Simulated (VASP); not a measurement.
# Be in VASP: density of states with PBE

Aim: the density of states of Be with PBE.

Program: VASP 6.6.1. These are calculated values, not measurements. Logs are shortened: lines on timing, memory, paths and dates and some standing lists are left out, and cuts for length are marked.

## 1. The cell of the first run

The cell holds a slab with vacuum, 6 atoms: a = 2.261 Å, b = 2.261 Å, c = 24.923 Å, α = 90.00°, β = 90.00°, γ = 120.00°.

## 2. Density of states, PBE

The input, POSCAR:

```
Be
1.0
    2.2613065234      0.0000000000      0.0000000000
   -1.1306532617      1.9583488950      0.0000000000
    0.0000000000      0.0000000000     24.9226000000
Be
6
Direct
    0.8333333330      0.1666666670      0.3209946222
    0.1666666670      0.8333333330      0.3925967734
    0.8333333330      0.1666666670      0.4641989244
    0.1666666670      0.8333333330      0.5358010756
    0.8333333330      0.1666666670      0.6074032266
    0.1666666670      0.8333333330      0.6790053778
```

The input, INCAR.step1:

```
PREC = Accurate ; ENCUT = 520
EDIFF = 1E-7 ; ISMEAR = -1
SIGMA = 0.05 ; LREAL = F
LASPH = T ; NELM = 100
ALGO = Normal ; ISIF = 2
LWAVE = F ; LCHARG = T
LDIPOL = T ; IDIPOL = 3
DIPOL = 0.5 0.5 0.500 ; GGA = PE
NBANDS = 15
```

The input, KPOINTS.step1:

```
regular mesh
0
Gamma
  21 21 1
```

The input, INCAR.step2:

```
PREC = Accurate ; ENCUT = 520
EDIFF = 1E-7 ; ISMEAR = -5
SIGMA = 0.05 ; LREAL = F
LASPH = T ; NELM = 100
ALGO = Normal ; ISIF = 2
LWAVE = F ; LCHARG = F
LDIPOL = T ; IDIPOL = 3
DIPOL = 0.5 0.5 0.500 ; GGA = PE
LORBIT = 11 ; NBANDS = 15
NEDOS = 1001 ; ICHARG = 11
```

The input, KPOINTS.step2:

```
regular mesh
0
Gamma
  32 32 1
```

Potentials or basis: VASP PAW PBE potentials, release 64 (Be).

Run with:

```
$ cat potpaw_PBE.64/Be/POTCAR > POTCAR
$ cp INCAR.step1 INCAR
$ cp KPOINTS.step1 KPOINTS
$ mpirun -np 1 vasp_std > vasp.out
$ cp INCAR.step2 INCAR
$ cp KPOINTS.step2 KPOINTS
$ mpirun -np 1 vasp_std > vasp.out
```

OUTCAR:

```text
PREC = Accurate
   ENCUT = 520
   EDIFF = 1E-7
   ISMEAR = -5
   LREAL = F
   LASPH = T
   NELM = 100
   ISIF = 2
   GGA = PE
   LORBIT = 11
   ICHARG = 11

 ion  position               nearest neighbor table
   1  0.833  0.167  0.321-   2 2.21   2 2.21   2 2.21
   2  0.167  0.833  0.393-   3 2.21   3 2.21   3 2.21   1 2.21   1 2.21   1 2.21
   3  0.833  0.167  0.464-   2 2.21   2 2.21   2 2.21   4 2.21   4 2.21   4 2.21
   4  0.167  0.833  0.536-   5 2.21   5 2.21   5 2.21   3 2.21   3 2.21   3 2.21
   5  0.833  0.167  0.607-   4 2.21   4 2.21   4 2.21   6 2.21   6 2.21   6 2.21
   6  0.167  0.833  0.679-   5 2.21   5 2.21   5 2.21

  LATTYP: Found a hexagonal cell.
 ALAT       =     2.2613065234
 C/A-ratio  =    11.0213276007

  Lattice vectors:

 A1 = (   2.2613065234,   0.0000000000,   0.0000000000)
 A2 = (  -1.1306532617,   1.9583488950,   0.0000000000)
 A3 = (   0.0000000000,   0.0000000000,  24.9226000000)

Analysis of symmetry for initial positions (statically):
=====================================================================
 Subroutine PRICEL returns:
 Original cell was already a primitive cell.

 Routine SETGRP: Setting up the symmetry group for a
 hexagonal supercell.

 Subroutine GETGRP returns: Found 12 space group operations
 (whereof  4 operations were pure point group operations)
 out of a pool of 24 trial point group operations.

The static configuration has the point symmetry C_2h.
 The point group associated with its full space group is D_3d.

Analysis of symmetry for dynamics (positions and initial velocities):
=====================================================================
 Subroutine PRICEL returns:
 Original cell was already a primitive cell.

 Routine SETGRP: Setting up the symmetry group for a
 hexagonal supercell.

 Subroutine GETGRP returns: Found 12 space group operations
 (whereof  4 operations were pure point group operations)
 out of a pool of 24 trial point group operations.

The dynamic configuration has the point symmetry C_2h.
 The point group associated with its full space group is D_3d.

 Subroutine INISYM returns: Found 12 space group operations
 (whereof  4 operations are pure point group operations),
 and found     1 'primitive' translations

----------------------------------------------------------------------------------------

                                     Primitive cell

  volume of cell :     110.3679

  direct lattice vectors                    reciprocal lattice vectors
     2.261306523  0.000000000  0.000000000     0.442222224  0.255317120  0.000000000
    -1.130653262  1.958348895  0.000000000     0.000000000  0.510634240  0.000000000
     0.000000000  0.000000000 24.922600000     0.000000000  0.000000000  0.040124225

  length of vectors
     2.261306523  2.261306523 24.922600000     0.510634240  0.510634240  0.040124225

  position of ions in fractional coordinates (direct lattice)
     0.833333333  0.166666667  0.320994622
     0.166666667  0.833333333  0.392596773
     0.833333333  0.166666667  0.464198924
     0.166666667  0.833333333  0.535801076
     0.833333333  0.166666667  0.607403227
     0.166666667  0.833333333  0.679005378

  ion indices of the primitive-cell ions
   primitive index   ion index
                 1           1
                 2           2
                 3           3
                 4           4
                 5           5
                 6           6

----------------------------------------------------------------------------------------

 KPOINTS: regular mesh

Automatic generation of k-mesh.
 Grid dimensions read from file:
 generate k-points for:   32   32    1

 Generating k-lattice:

  Cartesian coordinates                     Fractional coordinates (reciprocal lattice)
     0.013819445  0.007978660  0.000000000     0.031250000  0.000000000  0.000000000
     0.000000000  0.015957320  0.000000000     0.000000000  0.031250000  0.000000000
     0.000000000  0.000000000  0.040124225     0.000000000  0.000000000  1.000000000

  Length of vectors
     0.015957320  0.015957320  0.040124225

  Shift w.r.t. Gamma in fractional coordinates (k-lattice)
     0.000000000  0.000000000  0.000000000

 TETIRR: Found    528 inequivalent tetrahedra from     6144

 Subroutine IBZKPT returns following result:
 ===========================================

 Found    102 irreducible k-points:

 Following reciprocal coordinates:
            Coordinates               Weight
  0.000000  0.000000  0.000000      1.000000
  0.031250  0.000000  0.000000      6.000000
  0.062500  0.000000  0.000000      6.000000
  0.093750  0.000000  0.000000      6.000000
  0.125000  0.000000  0.000000      6.000000
  0.156250  0.000000  0.000000      6.000000
[... 16 lines left out ...]
  0.187500  0.031250  0.000000     12.000000
  0.218750  0.031250  0.000000     12.000000
 [... further k-points ...]
   k-points           NKPTS =    102   k-points in BZ     NKDIM =    102   number of bands    NBANDS=     15
   number of dos      NEDOS =   1001   number of ions     NIONS =      6
   total plane-waves  NPLWV =  62208
   dimension x,y,z NGX =    18 NGY =   18 NGZ =  192
   dimension x,y,z NGXF=    36 NGYF=   36 NGZF=  384
   ions per type =               6
   NGX,Y,Z   is equivalent  to a cutoff of  13.23, 13.23, 12.81 a.u.
   NGXF,Y,Z  is equivalent  to a cutoff of  26.47, 26.47, 25.61 a.u.
 SYSTEM =  unknown system
   PREC   = accura    normal or accurate (medium, high low for compatibility)
   ISTART =      0    job   : 0-new  1-cont  2-samecut
   ICHARG =     11    charge: 1-file 2-atom 10-const
   ISPIN  =      1    spin polarized calculation?
   LNONCOLLINEAR =      F non collinear calculations
   LSORBIT =      F    spin-orbit coupling
   LASPH  =      T    aspherical Exc in radial PAW
   ENCUT  =  520.0 eV  38.22 Ry    6.18 a.u.   4.20  4.20 46.34*2*pi/ulx,y,z
   NELM   =    100;   NELMIN=  2; NELMDL=  0     # of ELM steps
   EDIFF  = 0.1E-06   stopping-criterion for ELM
   LREAL  =      F    real-space projection
   EDIFFG = 0.1E-05   stopping-criterion for IOM
   NSW    =      0    number of steps for IOM
   IBRION =     -1    ionic relax: 0-MD 1-quasi-New 2-CG
   NFREE  =      0    steps in history (QN), initial steepest desc. (CG)
   ISIF   =      2    stress and relaxation
   ISYM   =      2    0-nonsym 1-usesym 2-fastsym
   POTIM  = 0.5000    time-step for ionic-motion
   TEBEG  =    0.0;   TEEND  =   0.0 temperature during run
   PSTRESS=    0.0 pullay stress
   NELECT =      12.0000    total number of electrons
   NUPDOWN=      -1.0000    fix difference up-down
   EMIN   =  10.00;   EMAX   =-10.00  energy-range for DOS
   EFERMI =   0.00;   METHOD = LEGACY
   ISMEAR =    -5;   SIGMA  =   0.05  broadening in eV -4-tet -1-fermi 0-gaus
   EFERMI_NEDOS =   21; number of points for ismear=-14 and -15
   IALGO  =     38    algorithm
   IMIX   =      4    mixing-type and parameters
     AMIX     =   0.40;   BMIX     =  1.00
     AMIX_MAG =   1.60;   BMIX_MAG =  1.00
  volume/ion in A,a.u.               =      18.39       124.13
  Fermi-wavevector in a.u.,A,eV,Ry     =   0.781366  1.476567  8.306795  0.610532
  Thomas-Fermi vector in A             =   1.884868
   LORBIT       =     11    0 simple, 1 ext, 2 COOP (PROOUT), +10 PAW based schemes
   GGA     = PE    functional components
   LHFCALC =     F    Hartree Fock is set to
   AEXX    =    0.0000 exact exchange contribution
   IVDW    =     0    specifies the selected vdW correction
   LEPSILON=     F    determine dielectric tensor
   LRPA    =     F    only Hartree local field effects (RPA)
 non-spin polarized calculation
 Fermi weights with tetrahedron method with Bloechl corrections
  energy-cutoff  :      520.00
  volume of cell :      110.37
 maximum number of plane-waves:      3004
 NGX is ok and might be reduce to    18

 number of electron      12.0000000 magnetization

 dipolmoment           0.000000      0.000000      0.000000 electrons x Angstroem

 Free energy of the ion-electron system (eV)
  ---------------------------------------------------
  ext. energy  EPLUGINS =         0.00000000
  ---------------------------------------------------
  free energy    TOTEN  =       -21.61066495 eV

  energy without entropy =      -21.61066495  energy(sigma->0) =      -21.61066495

 E-fermi :  -0.2312     XC(G=0):  -5.3561

 val. band max:       -0.2156683772   @ k =   0.3125   0.2500   0.0000
 cond. band min:      -0.2065608277   @ k =   0.2812   0.0938   0.0000
 fundamental gap:      0.0091075495
 Fermi energy:        -0.2312144776

 k-point     1 :       0.0000    0.0000    0.0000
  band No.  band energies     occupation
      1     -10.8842      2.00000
      2     -10.0827      2.00000
      3      -8.9974      2.00000
      4      -7.5474      2.00000
      5      -5.8204      2.00000
      6      -3.0448      2.00000
      7      -2.5845      2.00000
      8       2.7426      0.00000
      9       4.2562      0.00000
     10       4.9059      0.00000
     11       5.4092      0.00000
     12       6.7416      0.00000
     13       6.8764      0.00000
     14       9.0209      0.00000
     15       9.3905      0.00000
[... 397 lines left out ...]
 k-point    24 :       0.2187    0.0313    0.0000
  band No.  band energies     occupation
      1      -9.2774      2.00000
      2      -8.4722      2.00000
      3      -7.3777      2.00000
      4      -5.9059      2.00000
      5      -4.1022      2.00000
      6      -1.4093      2.00000
      7      -0.6235      2.12194
      8       3.4385      0.00000
      9       5.6709      0.00000
     10       6.8067      0.00000
     11       7.2332      0.00000
     12       8.2540      0.00000
     13       8.5317      0.00000
     14       9.1362      0.00000
     15       9.6716      0.00000

 [... further k-points ...]

------------------------ aborting loop because EDIFF is reached ----------------------------------------

 vacuum level on the upper side and lower side of the slab       (xc-potential included)        -0.053        -0.053

  FORCE on cell =-STRESS in cart. coord.  units (eV):
  Direction    XX          YY          ZZ          XY          YZ          ZX
  --------------------------------------------------------------------------------------
  -------------------------------------------------------------------------------------
  Total       -1.4926546     -1.4926546      1.1215885      0.0000000      0.0000000      0.0000000
  in kB      -21.6684109    -21.6684109     16.2817578      0.0000000      0.0000000      0.0000000
  external PRESSURE =      -9.0183547 kB  Pullay stress =       0.0000000 kB

 VOLUME and BASIS-vectors are now :
 -----------------------------------------------------------------------------
  energy-cutoff  :      520.00
  volume of cell :      110.37
      direct lattice vectors                 reciprocal lattice vectors
     2.261306523  0.000000000  0.000000000     0.442222224  0.255317120  0.000000000
    -1.130653262  1.958348895  0.000000000     0.000000000  0.510634240  0.000000000
     0.000000000  0.000000000 24.922600000     0.000000000  0.000000000  0.040124225

 POSITION                                       TOTAL-FORCE (eV/Angst)
 -----------------------------------------------------------------------------------
      1.69598      0.32639      8.00002        -0.000000      0.000000     -0.189737
     -0.56533      1.63196      9.78453        -0.000000      0.000000      0.079895
      1.69598      0.32639     11.56904         0.000000     -0.000000      0.003143
     -0.56533      1.63196     13.35356        -0.000000      0.000000     -0.003143
      1.69598      0.32639     15.13807         0.000000     -0.000000     -0.079895
     -0.56533      1.63196     16.92258         0.000000     -0.000000      0.189737
 -----------------------------------------------------------------------------------
    total drift:                               -0.000000     -0.000000     -0.000000

  FREE ENERGIE OF THE ION-ELECTRON SYSTEM (eV)
  ---------------------------------------------------
  free  energy   TOTEN  =       -21.6106649518 eV

  energy  without entropy=      -21.6106649518  energy(sigma->0) =      -21.61066495

 vacuum level on the upper side and lower side of the slab         5.068         5.068

 total charge

# of ion       s       p       d       tot
------------------------------------------
    1        0.408   0.652   0.000   1.060
    2        0.420   0.751   0.000   1.172
    3        0.415   0.759   0.000   1.173
    4        0.415   0.759   0.000   1.173
    5        0.420   0.751   0.000   1.172
    6        0.408   0.652   0.000   1.060
--------------------------------------------------
tot          2.486   4.323   0.000   6.809
```

Wall time 1.9 min (1 thread of Intel Xeon 6975P-C (Granite Rapids), shared host); peak memory 0.28 GiB.

What came out:

| Property | Result |
| --- | --- |
| Valence electrons inside the program's atomic spheres | Be 1.06, 1.17 |

Levels at points of the mesh, in eV from the Fermi level:
```csv
k point,band 2,band 3,band 4,band 5,band 6,band 7,band 8,band 9,band 10,band 11
"(0.00, 0.00, 0.00)",-9.85,-8.77,-7.32,-5.59,-2.81,-2.35,2.97,4.49,5.14,5.64
"(0.50, 0.00, 0.00)",-3.69,-3.03,-2.73,-1.86,-1.85,2.49,2.53,3.48,3.77,5.62
```

Caveat: tetrahedron occupations give inexact forces and stress in metals.
